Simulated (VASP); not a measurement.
# Al in VASP: relaxation of the atoms with PBE

Aim: the relaxation of the atoms of Al with PBE.

Everything below comes from runs of VASP 6.6.1. Logs are shortened: lines on timing, memory, paths and dates and some standing lists are left out, and cuts for length are marked.

## (1) The cell of the first run

The cell holds a slab with vacuum, 17 atoms: a = 5.714 Å, b = 8.080 Å, c = 19.743 Å, α = 90.00°, β = 90.00°, γ = 90.00°.

## (2) Relaxation of the atoms, PBE

Input file INCAR:

```
SYSTEM = Al
  PREC = Accurate
  ENCUT = 520
  EDIFF = 1E-6
  ISMEAR = 0
  SIGMA = 0.1
  LREAL = Auto
  LASPH = .TRUE.
  NELM = 100
  ALGO = Fast
  ISIF = 2
  LWAVE = .FALSE.
  LCHARG = .FALSE.
  LDIPOL = .TRUE.
  IDIPOL = 3
  DIPOL = 0.5 0.5 0.323
  GGA = PE
  IBRION = 2
  NSW = 36
  EDIFFG = -0.025
  KPAR = 4
```

Input file KPOINTS:

```
Automatic mesh
0
G
  5 4 1
  0 0 0
```

Input file POSCAR:

```
Al
1.0
    5.7135165838      0.0000000000      0.0000000000
    0.0000000000      8.0801326416      0.0000000000
    0.0000000000      0.0000000000     19.7432786844
Al
17
Selective dynamics
Direct
    0.2500000000      0.2500000000      0.2026005946  F F F
    0.2500000000      0.7500000000      0.2026005946  F F F
    0.7500000000      0.2500000000      0.2026005946  F F F
    0.7500000000      0.7500000000      0.2026005946  F F F
    0.0000000000      0.0000000000      0.2749482107  F F F
    0.0000000000      0.5000000000      0.2749482107  F F F
    0.5000000000      0.0000000000      0.2749482107  F F F
    0.5000000000      0.5000000000      0.2749482107  F F F
    0.2500000000      0.2500000000      0.3495466410  F F F
    0.2500000000      0.7500000000      0.3495466410  F F F
    0.7500000000      0.2500000000      0.3495466410  F F F
    0.7500000000      0.7500000000      0.3495466410  F F F
    0.0000000000      0.0000000000      0.4175232906  F F F
    0.0000000000      0.5000000000      0.4175232906  F F F
    0.5000000000      0.0000000000      0.4175232906  F F F
    0.5000000000      0.5000000000      0.4175232906  F F F
    0.2500000000      0.0833333333      0.5187621183  F F T
```

Potentials or basis: VASP PAW PBE potentials, release 64 (Al).

The run is started by

```sh
$ cat potpaw_PBE.64/Al/POTCAR > POTCAR
$ mpirun -np 4 vasp_std > vasp.out
```

OUTCAR:

```text
SYSTEM = Al
   PREC = Accurate
   ENCUT = 520
   EDIFF = 1E-6
   ISMEAR = 0
   LREAL = Auto
   LASPH = .TRUE.
   NELM = 100
   ISIF = 2
   GGA = PE
   IBRION = 2
   NSW = 36
   EDIFFG = -0.025

 ion  position               nearest neighbor table
   1  0.250  0.250  0.203-   3 2.86   3 2.86   6 2.86   7 2.86   8 2.86   5 2.86   9 2.90
   2  0.250  0.750  0.203-   4 2.86   4 2.86   6 2.86   7 2.86   8 2.86   5 2.86  10 2.90
   3  0.750  0.250  0.203-   1 2.86   1 2.86   6 2.86   7 2.86   8 2.86   5 2.86  11 2.90
   4  0.750  0.750  0.203-   2 2.86   2 2.86   6 2.86   7 2.86   8 2.86   5 2.86  12 2.90
   5  0.000  0.000  0.275-  13 2.81   7 2.86   7 2.86   4 2.86   1 2.86   2 2.86   3 2.86  11 2.88
                            12 2.88   9 2.88  10 2.88
   6  0.000  0.500  0.275-  14 2.81   8 2.86   8 2.86   4 2.86   1 2.86   2 2.86   3 2.86  11 2.88
                            12 2.88   9 2.88  10 2.88
   7  0.500  0.000  0.275-  15 2.81   5 2.86   5 2.86   4 2.86   1 2.86   2 2.86   3 2.86  11 2.88
                            12 2.88   9 2.88  10 2.88
   8  0.500  0.500  0.275-  16 2.81   6 2.86   6 2.86   4 2.86   1 2.86   2 2.86   3 2.86  11 2.88
                            12 2.88   9 2.88  10 2.88
   9  0.250  0.250  0.350-  13 2.81  14 2.81  15 2.81  16 2.81  11 2.86  11 2.86   7 2.88   8 2.88
                             5 2.88   6 2.88   1 2.90
  10  0.250  0.750  0.350-  13 2.81  14 2.81  15 2.81  16 2.81  12 2.86  12 2.86   7 2.88   8 2.88
                             5 2.88   6 2.88   2 2.90
  11  0.750  0.250  0.350-  13 2.81  14 2.81  15 2.81  16 2.81   9 2.86   9 2.86   7 2.88   8 2.88
[... 5 lines left out ...]
  14  0.000  0.500  0.418-   9 2.81  10 2.81  11 2.81  12 2.81   6 2.81  16 2.86  16 2.86
  15  0.500  0.000  0.418-  17 2.55  10 2.81  11 2.81  12 2.81   9 2.81   7 2.81  13 2.86  13 2.86

  16  0.500  0.500  0.418-   9 2.81  10 2.81  11 2.81  12 2.81   8 2.81  14 2.86  14 2.86
  17  0.250  0.083  0.519-  13 2.55  15 2.55

  LATTYP: Found a simple orthorhombic cell.
 ALAT       =     5.7135165838
 B/A-ratio  =     1.4142135624
 C/A-ratio  =     3.4555388778

  Lattice vectors:

 A1 = (   5.7135165838,   0.0000000000,   0.0000000000)
 A2 = (   0.0000000000,   8.0801326416,   0.0000000000)
 A3 = (   0.0000000000,   0.0000000000,  19.7432786844)

Analysis of symmetry for initial positions (statically):
=====================================================================
 Subroutine PRICEL returns:
 Original cell was already a primitive cell.

 Routine SETGRP: Setting up the symmetry group for a
 simple orthorhombic supercell.

 Subroutine GETGRP returns: Found  2 space group operations
 (whereof  1 operations were pure point group operations)
 out of a pool of  8 trial point group operations.

The static configuration has the point symmetry C_1 .
 The point group associated with its full space group is C_1h.

Analysis of symmetry for dynamics (positions and initial velocities):
=====================================================================
 Subroutine PRICEL returns:
 Original cell was already a primitive cell.

 Routine SETGRP: Setting up the symmetry group for a
 simple orthorhombic supercell.

 Subroutine GETGRP returns: Found  2 space group operations
 (whereof  1 operations were pure point group operations)
 out of a pool of  8 trial point group operations.

The dynamic configuration has the point symmetry C_1 .
 The point group associated with its full space group is C_1h.

Analysis of constrained symmetry for selective dynamics:
=====================================================================
 Subroutine PRICEL returns:
 Original cell was already a primitive cell.

 Routine SETGRP: Setting up the symmetry group for a
 simple orthorhombic supercell.

 Subroutine GETGRP returns: Found  2 space group operations
 (whereof  1 operations were pure point group operations)
 out of a pool of  8 trial point group operations.

The constrained configuration has the point symmetry C_1 .
 The point group associated with its full space group is C_1h.

 Subroutine INISYM returns: Found  2 space group operations
 (whereof  1 operations are pure point group operations),
 and found     1 'primitive' translations

[... 83 lines left out ...]
  0.400000  0.000000  0.000000      2.000000
  0.000000  0.250000  0.000000      2.000000
  0.200000  0.250000  0.000000      4.000000
  0.400000  0.250000  0.000000      4.000000
  0.000000  0.500000  0.000000      1.000000
  0.200000  0.500000  0.000000      2.000000
  0.400000  0.500000  0.000000      2.000000
   k-points           NKPTS =      9   k-points in BZ     NKDIM =      9   number of bands    NBANDS=     34
   number of dos      NEDOS =    301   number of ions     NIONS =     17
   total plane-waves  NPLWV = 378000
   dimension x,y,z NGX =    42 NGY =   60 NGZ =  150
   dimension x,y,z NGXF=    84 NGYF=  120 NGZF=  300
   ions per type =              17
   NGX,Y,Z   is equivalent  to a cutoff of  12.22, 12.34, 12.63 a.u.
   NGXF,Y,Z  is equivalent  to a cutoff of  24.44, 24.69, 25.26 a.u.
 SYSTEM =  Al
   PREC   = accura    normal or accurate (medium, high low for compatibility)
   ISTART =      0    job   : 0-new  1-cont  2-samecut
   ICHARG =      2    charge: 1-file 2-atom 10-const
   ISPIN  =      1    spin polarized calculation?
   LNONCOLLINEAR =      F non collinear calculations
   LSORBIT =      F    spin-orbit coupling
   LASPH  =      T    aspherical Exc in radial PAW
   ENCUT  =  520.0 eV  38.22 Ry    6.18 a.u.  10.62 15.02 36.71*2*pi/ulx,y,z
   NELM   =    100;   NELMIN=  2; NELMDL= -5     # of ELM steps
   EDIFF  = 0.1E-05   stopping-criterion for ELM
   LREAL  =      T    real-space projection
   EDIFFG = -.3E-01   stopping-criterion for IOM
   NSW    =     36    number of steps for IOM
   IBRION =      2    ionic relax: 0-MD 1-quasi-New 2-CG
   NFREE  =      1    steps in history (QN), initial steepest desc. (CG)
   ISIF   =      2    stress and relaxation
   ISYM   =      2    0-nonsym 1-usesym 2-fastsym
   POTIM  = 0.5000    time-step for ionic-motion
   TEBEG  =    0.0;   TEEND  =   0.0 temperature during run
   PSTRESS=    0.0 pullay stress
   NELECT =      51.0000    total number of electrons
   NUPDOWN=      -1.0000    fix difference up-down
   EMIN   =  10.00;   EMAX   =-10.00  energy-range for DOS
   EFERMI =   0.00;   METHOD = LEGACY
   ISMEAR =     0;   SIGMA  =   0.10  broadening in eV -4-tet -1-fermi 0-gaus
   EFERMI_NEDOS =   21; number of points for ismear=-14 and -15
   IALGO  =     68    algorithm
   IMIX   =      4    mixing-type and parameters
     AMIX     =   0.40;   BMIX     =  1.00
     AMIX_MAG =   1.60;   BMIX_MAG =  1.00
  volume/ion in A,a.u.               =      53.62       361.82
  Fermi-wavevector in a.u.,A,eV,Ry     =   0.626159  1.183269  5.334502  0.392075
  Thomas-Fermi vector in A             =   1.687315
   LORBIT       =      0    0 simple, 1 ext, 2 COOP (PROOUT), +10 PAW based schemes
   GGA     = PE    functional components
   LHFCALC =     F    Hartree Fock is set to
   AEXX    =    0.0000 exact exchange contribution
   IVDW    =     0    specifies the selected vdW correction
   LEPSILON=     F    determine dielectric tensor
   LRPA    =     F    only Hartree local field effects (RPA)
 conjugate gradient relaxation of ions
 non-spin polarized calculation
 RMM-DIIS sequential band-by-band and
 Gauss-broadening in eV      SIGMA  =   0.10
  energy-cutoff  :      520.00
  volume of cell :      911.47
 maximum number of plane-waves:     24626
   NGX = 21   NGY = 31   NGZ = 73

--------------------------------------- Ionic step        1  -------------------------------------------

 number of electron      50.9999999 magnetization

 Free energy of the ion-electron system (eV)
  ---------------------------------------------------
  ext. energy  EPLUGINS =         0.00000000
  ---------------------------------------------------
  free energy    TOTEN  =       -57.19903866 eV

  energy without entropy =      -57.14855425  energy(sigma->0) =      -57.17379646

------------------------ aborting loop because EDIFF is reached ----------------------------------------

  FORCE on cell =-STRESS in cart. coord.  units (eV):
  Direction    XX          YY          ZZ          XY          YZ          ZX
  --------------------------------------------------------------------------------------
  -------------------------------------------------------------------------------------
  Total       -8.6143344     -3.7412169      0.0326479      0.0000000      1.5272126      0.0000000
  in kB      -15.1422722     -6.5763090      0.0573884      0.0000000      2.6845334      0.0000000
  external PRESSURE =      -7.2203976 kB  Pullay stress =       0.0000000 kB
[... 83 lines left out ...]
  FREE ENERGIE OF THE ION-ELECTRON SYSTEM (eV)
  ---------------------------------------------------
  free  energy   TOTEN  =       -57.2182498455 eV

  energy  without entropy=      -57.1678850273  energy(sigma->0) =      -57.19306744

 dipolmoment           0.000000      0.000000     -0.010679 electrons x Angstroem

--------------------------------------- Ionic step        3  -------------------------------------------

 number of electron      50.9999999 magnetization

------------------------ aborting loop because EDIFF is reached ----------------------------------------
[... 46 lines left out ...]
--------------------------------------- Ionic step        4  -------------------------------------------

 number of electron      50.9999999 magnetization

 dipolmoment           0.000000      0.000000      0.020574 electrons x Angstroem

 Free energy of the ion-electron system (eV)
  ---------------------------------------------------
  ext. energy  EPLUGINS =         0.00000000
  ---------------------------------------------------
  free energy    TOTEN  =       -57.24898226 eV

  energy without entropy =      -57.19919996  energy(sigma->0) =      -57.22409111

 E-fermi :  -0.3373     XC(G=0):  -4.3240

 val. band max:       -0.3418865899   @ k =   0.2000   0.2500   0.0000
 cond. band min:      -0.3111897057   @ k =   0.2000   0.5000   0.0000
 fundamental gap:      0.0306968842
 Fermi energy:        -0.3372796890

 k-point     1 :       0.0000    0.0000    0.0000
  band No.  band energies     occupation
      1     -10.5505      2.00000
      2      -8.4008      2.00000
      3      -8.2906      2.00000
      4      -8.1849      2.00000
      5      -6.2638      2.00000
      6      -6.1330      2.00000
[... 322 lines left out ...]
     33       1.4996      0.00000
     34       1.6022      0.00000

------------------------ aborting loop because EDIFF is reached ----------------------------------------

 vacuum level on the upper side and lower side of the slab       (xc-potential included)        -0.147        -0.164

  FORCE on cell =-STRESS in cart. coord.  units (eV):
  Direction    XX          YY          ZZ          XY          YZ          ZX
  --------------------------------------------------------------------------------------
  -------------------------------------------------------------------------------------
  Total       -9.4411130     -3.9412920     -1.2351706      0.0000000      0.9118583      0.0000000
  in kB      -16.5955832     -6.9280009     -2.1711823      0.0000000      1.6028640      0.0000000
  external PRESSURE =      -8.5649221 kB  Pullay stress =       0.0000000 kB
[... 32 lines left out ...]
  FREE ENERGIE OF THE ION-ELECTRON SYSTEM (eV)
  ---------------------------------------------------
  free  energy   TOTEN  =       -57.2489822603 eV

  energy  without entropy=      -57.1991999624  energy(sigma->0) =      -57.22409111

 reached required accuracy - stopping structural energy minimisation

 vacuum level on the upper side and lower side of the slab         3.680         3.657
```

It took 12 min on 4 MPI ranks of Oxide Virtual Turin-like, shared host; peak memory 0.91 GiB.

What came out:

* Free energy: -57.2490 eV
* Energy gained by relaxing: 2.9 meV/atom
* Ionic steps: 4
* Band gap on the k mesh: zero (an odd number of electrons rules out a gap without spin polarisation)

Step by step:
| step | energy change (eV) | largest force on free atoms (eV/Å) | pressure (GPa) |
| --- | --- | --- | --- |
| 1 | 0.0000 | 0.6726 | -0.72 |
| 2 | -0.0192 | 0.5126 | -0.75 |
| 3 | -0.0484 | 0.1054 | -0.84 |
| 4 | -0.0499 | 0.0126 | -0.86 |

Final structure:
```cif
data_structure
_symmetry_space_group_name_H-M 'P 1'
_symmetry_Int_Tables_number 1
_cell_length_a 5.7135
_cell_length_b 8.0801
_cell_length_c 19.7433
_cell_angle_alpha 90.000
_cell_angle_beta 90.000
_cell_angle_gamma 90.000
_cell_volume 911.47
loop_
_atom_site_label
_atom_site_type_symbol
_atom_site_fract_x
_atom_site_fract_y
_atom_site_fract_z
_atom_site_occupancy
Al1 Al 0.25000 0.25000 0.20260 1
Al2 Al 0.25000 0.75000 0.20260 1
Al3 Al 0.75000 0.25000 0.20260 1
Al4 Al 0.75000 0.75000 0.20260 1
Al5 Al 0.00000 0.00000 0.27495 1
Al6 Al 0.00000 0.50000 0.27495 1
Al7 Al 0.50000 0.00000 0.27495 1
Al8 Al 0.50000 0.50000 0.27495 1
Al9 Al 0.25000 0.25000 0.34955 1
Al10 Al 0.25000 0.75000 0.34955 1
Al11 Al 0.75000 0.25000 0.34955 1
Al12 Al 0.75000 0.75000 0.34955 1
Al13 Al 0.00000 0.00000 0.41752 1
Al14 Al 0.00000 0.50000 0.41752 1
Al15 Al 0.50000 0.00000 0.41752 1
Al16 Al 0.50000 0.50000 0.41752 1
Al17 Al 0.25000 0.08333 0.52661 1
```

The gap in the log of VASP goes by the Fermi energy; the results here count the filled bands.